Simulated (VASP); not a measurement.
Sn:

```xyz
2
Lattice="-2.9401 2.9401 1.5993 2.9401 -2.9401 1.5993 2.9401 2.9401 -1.5993" Properties=species:S:1:pos:R:3 pbc="T T T"
Sn    0.0000    2.9401    0.7997
Sn    0.0000    0.0000    0.0000
```

Base run:

* Program: VASP 6.6.1
* Functional: PBE
* Potentials or basis: VASP PAW PBE potentials, release 64 (Sn_d)
* Cutoff: 520 eV
* k mesh: 12 × 12 × 12
* Occupations: fermi-dirac, width 0.05 eV
* Spin: no spin polarisation

Its results: band gap on the k mesh zero (bands 14 and 15 overlap by 4.06 eV); pressure 1.3 GPa.

Task: The run is repeated on the same cell with these changes: functional from PBE to LDA; potentials or basis from VASP PAW PBE potentials, release 64 (Sn_d) to VASP PAW LDA potentials, release 64 (Sn_d). What comes out?

Result: Band gap on the k mesh zero (bands 14 and 15 overlap by 4.02 eV); pressure -2.9 GPa.

Caveats: spin-orbit coupling is left out, which moves the levels of the heavy elements.
